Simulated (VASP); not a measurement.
# MgO (Immm) in VASP: G0W0 quasiparticle levels with PBE

Aim: the G0W0 quasiparticle levels of MgO with PBE.

Program: VASP 6.6.1. These are calculated values, not measurements. Logs are shortened: lines on timing, memory, paths and dates and some standing lists are left out, and cuts for length are marked.

### 1 The cell of the first run

Symmetry: Immm, No. 71, orthorhombic system. Conventional cell: a = 2.949 Å, b = 2.997 Å, c = 4.204 Å, α = 90.00°, β = 90.00°, γ = 90.00°. Mg (site symmetry mmm) has 6 O at 2.10 Å within 2.8 Å. O (site symmetry mmm) has 6 Mg at 2.10 Å within 2.8 Å.

### 2 G0W0 quasiparticle levels, PBE

File POSCAR:

```
MgO
1.0
    0.0171326694      2.1021680256      2.1021680256
    2.1021680256      0.0171326694      2.1021680256
    2.1193006950      2.1193006950      0.0000000000
Mg O
1 1
Direct
    0.0000000000      0.0000000000      0.0000000000
    0.5000000000      0.5000000000      0.5000000000
```

File INCAR.step1:

```
  ALGO = Normal
  EDIFF = 1E-8
  ENCUT = 500
  GGA = PE
  ISMEAR = 0
  LASPH = T
  LCHARG = F
  LREAL = F
  LWAVE = T
  NELM = 80
  PREC = Accurate
  SIGMA = 0.01
```

File INCAR.step2:

```
  ALGO = Exact
  EDIFF = 1E-8
  ENCUT = 500
  GGA = PE
  ISMEAR = 0
  ISTART = 1
  LASPH = T
  LCHARG = F
  LOPTICS = T
  LREAL = F
  LWAVE = T
  NBANDS = 81
  NELM = 1
  PREC = Accurate
  SIGMA = 0.01
```

File INCAR.step3:

```
  ALGO = EVGW0
  EDIFF = 1E-8
  ENCUT = 500
  ENCUTGW = 150.0
  GGA = PE
  ISMEAR = 0
  ISTART = 1
  LASPH = T
  LCHARG = F
  LREAL = F
  LWAVE = F
  NBANDS = 81
  NBANDSGW = 12
  NELMGW = 1
  NOMEGA = 96
  OMEGAMAX = 20
  PREC = Accurate
  PRECFOCK = Fast
  SIGMA = 0.01
```

File KPOINTS:

```
k-points
0
Gamma
  6 6 6
```

Potentials or basis: VASP PAW PBE potentials, release 64 (Mg_GW, O_GW).

Launch:

```bash
> cat potpaw_PBE.64/Mg_GW/POTCAR potpaw_PBE.64/O_GW/POTCAR > POTCAR
> cp INCAR.step1 INCAR
> mpirun -np 1 vasp_std > vasp.out
> cp INCAR.step2 INCAR
> mpirun -np 1 vasp_std > vasp.out
> cp INCAR.step3 INCAR
> mpirun -np 1 vasp_std > vasp.out
```

OUTCAR:

```text
EDIFF = 1E-8
   ENCUT = 500
   ENCUTGW = 150.0
   GGA = PE
   ISMEAR = 0
   ISTART = 1
   LASPH = T
   LREAL = F
   NELMGW = 1
   PREC = Accurate
   PRECFOCK = Fast

 ion  position               nearest neighbor table
   1  0.000  0.000  0.000-   2 2.10   2 2.10   2 2.10   2 2.10   2 2.10   2 2.10
   2  0.500  0.500  0.500-   1 2.10   1 2.10   1 2.10   1 2.10   1 2.10   1 2.10

  LATTYP: Found a body centered orthorhombic cell.
 ALAT       =     2.9486852788
 B/A-ratio  =     1.0164339366
 C/A-ratio  =     1.4258341104

  Lattice vectors:

 A1 = (   2.1021680256,   0.0171326694,  -2.1021680256)
 A2 = (  -2.1021680256,  -0.0171326694,  -2.1021680256)
 A3 = (   0.0171326694,   2.1021680256,   2.1021680256)

Analysis of symmetry for initial positions (statically):
=====================================================================
 Subroutine PRICEL returns:
 Original cell was already a primitive cell.

 Routine SETGRP: Setting up the symmetry group for a
 body centered orthorhombic supercell.

 Subroutine GETGRP returns: Found  8 space group operations
 (whereof  8 operations were pure point group operations)
 out of a pool of  8 trial point group operations.

The static configuration has the point symmetry D_2h.

Analysis of symmetry for dynamics (positions and initial velocities):
=====================================================================
 Subroutine PRICEL returns:
 Original cell was already a primitive cell.

 Routine SETGRP: Setting up the symmetry group for a
 body centered orthorhombic supercell.

 Subroutine GETGRP returns: Found  8 space group operations
 (whereof  8 operations were pure point group operations)
 out of a pool of  8 trial point group operations.

The dynamic configuration has the point symmetry D_2h.

 Subroutine INISYM returns: Found  8 space group operations
 (whereof  8 operations are pure point group operations),
 and found     1 'primitive' translations

----------------------------------------------------------------------------------------

                                     Primitive cell

  volume of cell :      18.5782

  direct lattice vectors                    reciprocal lattice vectors
     0.017132669  2.102168026  2.102168026    -0.239804087  0.239804087  0.237849684
     2.102168026  0.017132669  2.102168026     0.239804087 -0.239804087  0.237849684
     2.119300695  2.119300695  0.000000000     0.235926880  0.235926880 -0.237849684

  length of vectors
     2.972963899  2.972963899  2.997143786     0.414227561  0.414227561  0.409750482

  position of ions in fractional coordinates (direct lattice)
     0.000000000  0.000000000  0.000000000
     0.500000000  0.500000000  0.500000000

  ion indices of the primitive-cell ions
   primitive index   ion index
                 1           1
                 2           2

----------------------------------------------------------------------------------------

 KPOINTS: k-points

Automatic generation of k-mesh.
 Grid dimensions read from file:
 generate k-points for:    6    6    6

 Generating k-lattice:

  Cartesian coordinates                     Fractional coordinates (reciprocal lattice)
    -0.039967348  0.039967348  0.039641614     0.166666667  0.000000000  0.000000000
     0.039967348 -0.039967348  0.039641614     0.000000000  0.166666667  0.000000000
     0.039321147  0.039321147 -0.039641614     0.000000000  0.000000000  0.166666667

  Length of vectors
     0.069037927  0.069037927  0.068291747

  Shift w.r.t. Gamma in fractional coordinates (k-lattice)
     0.000000000  0.000000000  0.000000000

 Subroutine IBZKPT returns following result:
 ===========================================

 Found     46 irreducible k-points:

 Following reciprocal coordinates:
            Coordinates               Weight
  0.000000  0.000000  0.000000      1.000000
  0.166667  0.000000  0.000000      4.000000
  0.333333 -0.000000  0.000000      4.000000
  0.500000  0.000000  0.000000      2.000000
  0.166667  0.166667  0.000000      2.000000
  0.333333  0.166667  0.000000      4.000000
[... 16 lines left out ...]
 -0.166667  0.333333  0.166667      4.000000
  0.500000  0.500000  0.166667      4.000000
 [... further k-points ...]
   k-points           NKPTS =     46   k-points in BZ     NKDIM =    216   number of bands    NBANDS=     81
   number of dos      NEDOS =    301   number of ions     NIONS =      2
   total plane-waves  NPLWV =  13824
   dimension x,y,z NGX =    24 NGY =   24 NGZ =   24
   dimension x,y,z NGXF=    48 NGYF=   48 NGZF=   48
   ions per type =               1   1
   NGX,Y,Z   is equivalent  to a cutoff of  13.42, 13.42, 13.31 a.u.
   NGXF,Y,Z  is equivalent  to a cutoff of  26.84, 26.84, 26.62 a.u.
 SYSTEM =  unknown system
   PREC   = accura    normal or accurate (medium, high low for compatibility)
   ISTART =      1    job   : 0-new  1-cont  2-samecut
   ICHARG =      0    charge: 1-file 2-atom 10-const
   ISPIN  =      1    spin polarized calculation?
   LNONCOLLINEAR =      F non collinear calculations
   LSORBIT =      F    spin-orbit coupling
   LASPH  =      T    aspherical Exc in radial PAW
   ENCUT  =  500.0 eV  36.75 Ry    6.06 a.u.   5.42  5.42  5.46*2*pi/ulx,y,z
   NELM   =     60;   NELMIN=  2; NELMDL=  0     # of ELM steps
   EDIFF  = 0.1E-07   stopping-criterion for ELM
   LREAL  =      F    real-space projection
   EDIFFG = 0.1E-06   stopping-criterion for IOM
   NSW    =      0    number of steps for IOM
   IBRION =     -1    ionic relax: 0-MD 1-quasi-New 2-CG
   NFREE  =      0    steps in history (QN), initial steepest desc. (CG)
   ISIF   =      0    stress and relaxation
   ISYM   =      3    0-nonsym 1-usesym 2-fastsym
   POTIM  = 0.5000    time-step for ionic-motion
   TEBEG  =    0.0;   TEEND  =   0.0 temperature during run
   PSTRESS=    0.0 pullay stress
   NELECT =       8.0000    total number of electrons
   NUPDOWN=      -1.0000    fix difference up-down
   EMIN   =  10.00;   EMAX   =-10.00  energy-range for DOS
   EFERMI =   0.00;   METHOD = LEGACY
   ISMEAR =     0;   SIGMA  =   0.01  broadening in eV -4-tet -1-fermi 0-gaus
   EFERMI_NEDOS =   21; number of points for ismear=-14 and -15
   IALGO  =     38    algorithm
   IMIX   =      4    mixing-type and parameters
     AMIX     =   0.40;   BMIX     =  1.00
     AMIX_MAG =   1.60;   BMIX_MAG =  1.00
  volume/ion in A,a.u.               =       9.29        62.69
  Fermi-wavevector in a.u.,A,eV,Ry     =   1.236243  2.336160 20.793724  1.528296
  Thomas-Fermi vector in A             =   2.370859
   LORBIT       =      0    0 simple, 1 ext, 2 COOP (PROOUT), +10 PAW based schemes
   GGA     = PE    functional components
   LHFCALC =     T    Hartree Fock is set to
   PRECFOCK=fast      Normal, Fast or Accurate (Low or Medium for compatibility)
   ENCUT4O =  -1.0   cutoff for four orbital integrals eV
   NKREDX  =     1    reduce k-point grid by
   NKREDY  =     1    reduce k-point grid by
   NKREDZ  =     1    reduce k-point grid by
   AEXX    =    1.0000 exact exchange contribution
   HFSCREEN=    0.0000 screening length (either q_TF or 0.3 A-1)
   HFSCREENC=   0.0000 screening length for correlation (either q_TF or 0.3 A-1)
   ENCUTFOCK=  -1.0 apply spherical cutoff to Coloumb kernel
   IVDW    =     0    specifies the selected vdW correction
   LEPSILON=     F    determine dielectric tensor
   LRPA    =     F    only Hartree local field effects (RPA)
   LRPAFORCE           =     F    calculate RPA forces
   ENCUTGW             = 150.0    cutoff for response function in eV
   ENCUTGWSOFT         = 120.0    soft cutoff for Coulomb kernel in GW response function in eV
   ENCUTLF             =  -1.0    cutoff for local field effects
   NELMGW              =     1    number of iterations in solving QP/BSE equation
   NELMHF              =     1    number of iterations in the inner HF iteration
   NKREDLFX            =     1    NKREDLFY  =   1   NKREDLFZ  =   1
 non-spin polarized calculation
 Gauss-broadening in eV      SIGMA  =   0.01
  energy-cutoff  :      500.00
  volume of cell :       18.58
 maximum number of plane-waves:       487
 NGX is ok and might be reduce to    24
  NGX = 14; NGY = 14; NGZ = 14
   NGX = 11   NGY = 11   NGZ = 11
 maximum number of plane-waves:        81
 NGX is ok and might be reduce to    14

 QP shifts <psi_nk| G(iteration)W_0 |psi_nk>: iteration 1
 for sc-GW calculations column KS-energies equals QP-energies in previous step
 and V_xc(KS)=  KS-energies - (<T + V_ion + V_H > + <T+V_H+V_ion>^1  + <V_x>^1)

 k-point   1 :       0.0000    0.0000    0.0000
  band No.  KS-energies  QP-energies   sigma(KS)   V_xc(KS)     V^pw_x(r,r')   Z            occupation Imag(sigma)

      1     -14.0727     -16.1141     -21.1729     -18.1203     -29.9076       0.6688       2.0000       1.0203
      2       3.1642       1.8565     -21.3574     -19.6942     -25.1955       0.7862       2.0000       0.0414
      3       3.2242       1.9200     -21.3963     -19.7373     -25.2476       0.7861       2.0000       0.0415
      4       3.2875       1.9857     -21.4366     -19.7826     -25.3020       0.7870       2.0000       0.0418
      5       8.0019       9.2434     -10.7360     -12.2108      -7.4495       0.8418       0.0000      -0.0406
      6      18.8266      20.0694      -7.5679      -9.0615      -3.1128       0.8320       0.0000      -0.0711
      7      19.0673      20.3111      -7.5703      -9.0679      -3.0942       0.8305       0.0000      -0.0734
      8      19.3041      20.5485      -7.5695      -9.0703      -3.0732       0.8292       0.0000      -0.0758
      9      22.9897      23.3990      -7.4075      -7.9437      -1.6877       0.7633       0.0000      -0.3824
     10      24.7769      26.3071      -8.0197      -9.8796      -3.2633       0.8227       0.0000      -0.1382
     11      24.7815      26.3114      -8.0194      -9.8787      -3.2620       0.8229       0.0000      -0.1383
     12      27.2543      28.7665      -7.6435      -9.5501      -1.9235       0.7931       0.0000      -0.4342

 k-point   2 :       0.1667    0.0000    0.0000
  band No.  KS-energies  QP-energies   sigma(KS)   V_xc(KS)     V^pw_x(r,r')   Z            occupation Imag(sigma)
[... 353 lines left out ...]
      1     -12.5922     -14.7306     -22.6841     -19.7002     -31.2486       0.7166       2.0000       0.9677
      2      -0.5882      -2.4307     -17.8985     -15.4943     -22.0124       0.7664       2.0000       0.0654
      3       1.2521      -0.3780     -19.3775     -17.2842     -23.3170       0.7787       2.0000       0.0500
      4       2.1240       0.6085     -20.3881     -18.4438     -24.3740       0.7794       2.0000       0.0459
      5      13.1582      14.3225      -8.4045      -9.7886      -4.4231       0.8411       0.0000      -0.0497
      6      13.9324      15.5368      -9.9690     -11.9066      -5.9453       0.8280       0.0000      -0.0534
      7      16.2365      17.9206     -10.7139     -12.8090      -6.2336       0.8038       0.0000      -0.0715
      8      21.5805      23.1272      -9.6472     -11.6250      -4.2798       0.7820       0.0000      -0.2020
      9      21.7254      23.3376      -9.4887     -11.5474      -4.2328       0.7831       0.0000      -0.1698
     10      29.2498      30.6703      -8.3974     -10.1491      -2.8771       0.8109       0.0000      -0.5240
     11      29.9433      31.8622      -9.5147     -11.7877      -3.8257       0.8442       0.0000      -0.8124
     12      32.2758      33.7405      -7.8563      -9.6232      -2.4348       0.8290       0.0000      -0.6406

 [... further k-points ...]
```

It took 9.2 min on 1 thread of Intel Xeon Platinum 8488C (Sapphire Rapids), shared host; peak memory 0.44 GiB.

Results:

| Property | Result |
| --- | --- |
| Quasiparticle gap | 7.26 eV |
| Least direct quasiparticle gap | 7.26 eV |
| Band gap of the starting levels on the mesh | 4.71 eV |
| Least direct gap of the starting levels on the mesh | 4.71 eV |

Caveat: the k points lie up to 0.43 Å⁻¹ apart; bands, screening cutoff and mesh are small and nothing is extrapolated, so the quasiparticle values aren't converged.
